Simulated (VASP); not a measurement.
# Mg3CdSe4 in VASP: a series of runs

Mg3CdSe4 is run at these levels: PBE; tasks: relaxation of cell and atoms, single point.

Program: VASP 6.6.1. These are calculated values, not measurements. Logs are shortened: lines on timing, memory, paths and dates and some standing lists are left out, and cuts for length are marked.

## (1) The cell of the first run

Symmetry: Pmn2_1, No. 31, orthorhombic system. The conventional cell has a = 8.400 Å, b = 7.270 Å, c = 6.800 Å, α = 90.00°, β = 90.00°, γ = 90.00°. Mg (site symmetry 1) has 4 Se at 2.55 to 2.61 Å within 3.4 Å. Mg (site symmetry m) has 4 Se at 2.55 to 2.61 Å within 3.4 Å. Within 3.4 Å of Cd (site symmetry m) lie 4 Se at 2.55 to 2.61 Å. Within 3.4 Å of Se (site symmetry m) lie 3 Mg at 2.55 to 2.61 Å and 1 Cd at 2.55 Å. Se (site symmetry m) has 3 Mg at 2.55 Å and 1 Cd at 2.61 Å within 3.4 Å. Se (site symmetry 1) has 3 Mg at 2.55 to 2.61 Å and 1 Cd at 2.55 Å within 3.4 Å.

## (2) Relaxation of cell and atoms, PBE

Contents of INCAR:

```
PREC     = Accurate       # precision mode
ENCUT    = 600            # plane-wave cutoff, eV
EDIFF    = 1E-6           # SCF threshold, eV
ISMEAR   = 0              # smearing method
SIGMA    = 0.15           # smearing width, eV
LREAL    = Auto         
LASPH    = T              # aspherical terms in the spheres
NELM     = 60             # most SCF steps
ALGO     = Normal         # electronic algorithm
ISIF     = 3              # what is computed and relaxed
LWAVE    = F              # write WAVECAR
LCHARG   = F              # write CHGCAR
GGA      = PE             # functional
IBRION   = 2              # ionic algorithm
NSW      = 36             # ionic steps
EDIFFG   = -0.08          # ionic threshold
```

Contents of KPOINTS:

```
Automatic mesh
0
Gamma
  2 2 2
```

Contents of POSCAR:

```
Mg3CdSe4
1.0
    8.4000000000      0.0000000000      0.0000000000
    0.0000000000      7.2700000000      0.0000000000
    0.0000000000      0.0000000000      6.8000000000
Mg Cd Se
6 2 8
Direct
    0.2500000000      0.3300000000      0.0000000000
    0.7500000000      0.3300000000      0.0000000000
    0.0000000000      0.1700000000      0.5000000000
    0.5000000000      0.8300000000      0.0000000000
    0.7500000000      0.6700000000      0.5000000000
    0.2500000000      0.6700000000      0.5000000000
    0.5000000000      0.1700000000      0.5000000000
    0.0000000000      0.8300000000      0.0000000000
    0.5000000000      0.1700000000      0.8750000000
    0.0000000000      0.1700000000      0.8750000000
    0.2500000000      0.3300000000      0.3750000000
    0.7500000000      0.3300000000      0.3750000000
    0.2500000000      0.6700000000      0.8750000000
    0.7500000000      0.6700000000      0.8750000000
    0.0000000000      0.8300000000      0.3750000000
    0.5000000000      0.8300000000      0.3750000000
```

Potentials or basis: VASP PAW PBE potentials, release 64 (Mg, Cd, Se).

The run is started by

```console
> cat potpaw_PBE.64/Mg/POTCAR potpaw_PBE.64/Cd/POTCAR potpaw_PBE.64/Se/POTCAR > POTCAR
> mpirun -np 1 vasp_std > vasp.out
```

OUTCAR:

```text
PREC = Accurate
   ENCUT = 600
   EDIFF = 1E-6
   ISMEAR = 0
   LREAL = Auto
   LASPH = T
   NELM = 60
   ISIF = 3
   GGA = PE
   IBRION = 2
   NSW = 36
   EDIFFG = -0.08

 ion  position               nearest neighbor table
   1  0.250  0.330  0.000-   9 2.55  10 2.55  11 2.55  13 2.61
   2  0.750  0.330  0.000-   9 2.55  10 2.55  12 2.55  14 2.61
   3  0.000  0.170  0.500-  11 2.55  12 2.55  10 2.55  15 2.61
   4  0.500  0.830  0.000-  13 2.55  14 2.55  16 2.55   9 2.61
   5  0.750  0.670  0.500-  15 2.55  16 2.55  14 2.55  12 2.61
   6  0.250  0.670  0.500-  15 2.55  16 2.55  13 2.55  11 2.61
[... 8 lines left out ...]
  15  0.000  0.830  0.375-   5 2.55   6 2.55   8 2.55   3 2.61
  16  0.500  0.830  0.375-   5 2.55   6 2.55   4 2.55   7 2.61

  LATTYP: Found a simple orthorhombic cell.
 ALAT       =     6.8000000000
 B/A-ratio  =     1.0691176471
 C/A-ratio  =     1.2352941176

  Lattice vectors:

 A1 = (   0.0000000000,   0.0000000000,  -6.8000000000)
 A2 = (   0.0000000000,   7.2700000000,   0.0000000000)
 A3 = (   8.4000000000,   0.0000000000,   0.0000000000)

Analysis of symmetry for initial positions (statically):
=====================================================================
 Subroutine PRICEL returns:
 Original cell was already a primitive cell.

 Routine SETGRP: Setting up the symmetry group for a
 simple orthorhombic supercell.

 Subroutine GETGRP returns: Found  4 space group operations
 (whereof  2 operations were pure point group operations)
 out of a pool of  8 trial point group operations.

The static configuration has the point symmetry C_1h.
 The point group associated with its full space group is C_2v.

Analysis of symmetry for dynamics (positions and initial velocities):
=====================================================================
 Subroutine PRICEL returns:
 Original cell was already a primitive cell.

 Routine SETGRP: Setting up the symmetry group for a
 simple orthorhombic supercell.

 Subroutine GETGRP returns: Found  4 space group operations
 (whereof  2 operations were pure point group operations)
 out of a pool of  8 trial point group operations.

The dynamic configuration has the point symmetry C_1h.
 The point group associated with its full space group is C_2v.

 Subroutine INISYM returns: Found  4 space group operations
 (whereof  2 operations are pure point group operations),
 and found     1 'primitive' translations

----------------------------------------------------------------------------------------

                                     Primitive cell

  volume of cell :     415.2624

  direct lattice vectors                    reciprocal lattice vectors
     8.400000000  0.000000000  0.000000000     0.119047619  0.000000000  0.000000000
     0.000000000  7.270000000  0.000000000     0.000000000  0.137551582  0.000000000
     0.000000000  0.000000000  6.800000000     0.000000000  0.000000000  0.147058824

  length of vectors
     8.400000000  7.270000000  6.800000000     0.119047619  0.137551582  0.147058824

  position of ions in fractional coordinates (direct lattice)
     0.250000000  0.330000000  0.000000000
     0.750000000  0.330000000  0.000000000
     0.000000000  0.170000000  0.500000000
     0.500000000  0.830000000  0.000000000
     0.750000000  0.670000000  0.500000000
     0.250000000  0.670000000  0.500000000
[... 8 lines left out ...]
     0.000000000  0.830000000  0.375000000
     0.500000000  0.830000000  0.375000000

  ion indices of the primitive-cell ions
   primitive index   ion index
                 1           1
                 2           2
                 3           3
                 4           4
                 5           5
                 6           6
[... 8 lines left out ...]
                15          15
                16          16

----------------------------------------------------------------------------------------

 KPOINTS: Automatic mesh

Automatic generation of k-mesh.
 Grid dimensions read from file:
 generate k-points for:    2    2    2

 Generating k-lattice:

[... 43 lines left out ...]
   LRPA    =     F    only Hartree local field effects (RPA)
 conjugate gradient relaxation of ions
 non-spin polarized calculation
 Gauss-broadening in eV      SIGMA  =   0.15
  energy-cutoff  :      600.00
  volume of cell :      415.26
 maximum number of plane-waves:     13898
 NGX is ok and might be reduce to    70
   NGX = 33   NGY = 29   NGZ = 27

--------------------------------------- Ionic step        1  -------------------------------------------

 number of electron      83.9999998 magnetization

 Free energy of the ion-electron system (eV)
  ---------------------------------------------------
  ext. energy  EPLUGINS =         0.00000000
  ---------------------------------------------------
  free energy    TOTEN  =       -55.58453777 eV

  energy without entropy =      -55.58453777  energy(sigma->0) =      -55.58453777

------------------------ aborting loop because EDIFF is reached ----------------------------------------

  FORCE on cell =-STRESS in cart. coord.  units (eV):
  Direction    XX          YY          ZZ          XY          YZ          ZX
  --------------------------------------------------------------------------------------
  -------------------------------------------------------------------------------------
  Total       11.2719768      6.2324378     10.3712754      0.0000000      0.0000000      0.0000000
  in kB       43.4898648     24.0461709     40.0147528      0.0000000      0.0000000      0.0000000
  external PRESSURE =      35.8502628 kB  Pullay stress =       0.0000000 kB

 VOLUME and BASIS-vectors are now :
 -----------------------------------------------------------------------------
  energy-cutoff  :      600.00
  volume of cell :      415.26
      direct lattice vectors                 reciprocal lattice vectors
     8.400000000  0.000000000  0.000000000     0.119047619  0.000000000  0.000000000
     0.000000000  7.270000000  0.000000000     0.000000000  0.137551582  0.000000000
     0.000000000  0.000000000  6.800000000     0.000000000  0.000000000  0.147058824
[... 158 lines left out ...]
      2.15943      4.92802      3.47963         0.001769     -0.048323     -0.014552
[... 8 lines left out ...]
      8.63669      6.13519      2.66396         0.000000      0.048747      0.194969
      4.31835      6.09682      2.60525         0.000000     -0.156787     -0.056222
 -----------------------------------------------------------------------------------
    total drift:                                0.000000     -0.000000      0.004093

  FREE ENERGIE OF THE ION-ELECTRON SYSTEM (eV)
  ---------------------------------------------------
  free  energy   TOTEN  =       -56.0551995891 eV

  energy  without entropy=      -56.0551995891  energy(sigma->0) =      -56.05519959

--------------------------------------- Ionic step        5  -------------------------------------------

 number of electron      84.0000001 magnetization

 Free energy of the ion-electron system (eV)
  ---------------------------------------------------
  ext. energy  EPLUGINS =         0.00000000
  ---------------------------------------------------
  free energy    TOTEN  =       -56.07320782 eV

  energy without entropy =      -56.07320782  energy(sigma->0) =      -56.07320782

 E-fermi :   1.2517     XC(G=0):  -8.2451

 val. band max:        0.5696891354   @ k =   0.0000   0.0000   0.0000
 cond. band min:       2.5928377516   @ k =   0.0000   0.0000   0.0000
 fundamental gap:      2.0231486162
 Fermi energy:         1.2517490186

 k-point     1 :       0.0000    0.0000    0.0000
  band No.  band energies     occupation
      1     -11.1877      2.00000
      2     -10.7454      2.00000
      3     -10.7269      2.00000
      4     -10.7247      2.00000
      5     -10.6700      2.00000
      6     -10.5740      2.00000
[... 446 lines left out ...]
      6.46486      2.44523      6.94109        -0.000368      0.005546      0.001144
      0.00000      1.23010      3.46755         0.000000      0.035044     -0.010599
      4.30958      6.12346      6.94184         0.000000     -0.035044     -0.010599
      6.46388      4.90834      3.46679         0.000368     -0.005546      0.001144
      2.15528      4.90834      3.46679        -0.000368     -0.005546      0.001144
[... 8 lines left out ...]
      0.00000      6.12368      2.67855         0.000000     -0.002710      0.047970
      4.30958      6.06281      2.59098         0.000000     -0.054660     -0.015237
 -----------------------------------------------------------------------------------
    total drift:                                0.000000      0.000000      0.006855

  FREE ENERGIE OF THE ION-ELECTRON SYSTEM (eV)
  ---------------------------------------------------
  free  energy   TOTEN  =       -56.0732078199 eV

  energy  without entropy=      -56.0732078199  energy(sigma->0) =      -56.07320782

 reached required accuracy - stopping structural energy minimisation
```

It took 16 min on 1 thread of AMD EPYC 7R43 (Zen 3), shared host; peak memory 0.56 GiB.

Results:

- Free energy: -56.0732 eV
- Relaxed volume: 27.53 Å³/atom
- Relaxed cell: a = 8.619 Å, b = 7.354 Å, c = 6.949 Å, α = 90.00°, β = 90.00°, γ = 90.00°
- Space group after relaxing (to 0.1 Å): Pmn2_1 (No. 31)
- Energy gained by relaxing: 30.5 meV/atom
- Ionic steps: 5
- Pressure after relaxing: 0.2 GPa
- Largest force after relaxing: 0.057 eV/Å
- Band gap on the k mesh: 2.02 eV

Forces on the atoms (eV/Å):
```
Mg   0.000  0.006  0.001
Mg   0.000  0.006  0.001
Mg   0.000  0.035 -0.011
Mg   0.000 -0.035 -0.011
Mg   0.000 -0.006  0.001
Mg   0.000 -0.006  0.001
Cd   0.000  0.014 -0.001
Cd   0.000 -0.014 -0.001
Se   0.000  0.003  0.048
Se   0.000  0.055 -0.015
Se  -0.018 -0.021 -0.012
Se   0.018 -0.021 -0.012
Se   0.018  0.021 -0.012
Se  -0.018  0.021 -0.012
Se   0.000 -0.003  0.048
Se   0.000 -0.055 -0.015
```

Stress tensor (GPa, compression positive):
```
-0.05  0.00  0.00
 0.00  0.45  0.00
 0.00  0.00  0.08
```

The path:
```
step  energy change (eV)  largest force (eV/Å)  pressure (GPa)  volume (Å³)
   1              0.0000                0.8310            3.59       415.26
   2             -0.4299                0.2538           -0.82       451.12
   3             -0.4379                0.3119           -0.35       446.39
   4             -0.4707                0.2010           -0.15       443.96
   5             -0.4887                0.0567            0.16       440.41
```

Final structure:
```yaml
crystal:
  lattice:
    - [8.61916, 0.00000, 0.00000]
    - [0.00000, 7.35356, 0.00000]
    - [0.00000, 0.00000, 6.94859]
  atoms:
    - { symbol: Mg, position: [0.24994, 0.33252, 0.99892] }
    - { symbol: Mg, position: [0.75006, 0.33252, 0.99892] }
    - { symbol: Mg, position: [0.00000, 0.16728, 0.49903] }
    - { symbol: Mg, position: [0.50000, 0.83272, 0.99903] }
    - { symbol: Mg, position: [0.74994, 0.66748, 0.49892] }
    - { symbol: Mg, position: [0.25006, 0.66748, 0.49892] }
    - { symbol: Cd, position: [0.50000, 0.16754, 0.49933] }
    - { symbol: Cd, position: [0.00000, 0.83246, 0.99933] }
    - { symbol: Se, position: [0.50000, 0.16725, 0.88548] }
    - { symbol: Se, position: [0.00000, 0.17553, 0.87288] }
    - { symbol: Se, position: [0.24402, 0.33649, 0.37272] }
    - { symbol: Se, position: [0.75598, 0.33649, 0.37272] }
    - { symbol: Se, position: [0.25598, 0.66351, 0.87272] }
    - { symbol: Se, position: [0.74402, 0.66351, 0.87272] }
    - { symbol: Se, position: [0.00000, 0.83275, 0.38548] }
    - { symbol: Se, position: [0.50000, 0.82447, 0.37288] }
```

Caveat: the k points lie up to 0.45 Å⁻¹ apart in the final cell; the relaxation stopped at a loose force limit of 0.08 eV/Å, so its end isn't a converged minimum.

[end of part 1 of 2]
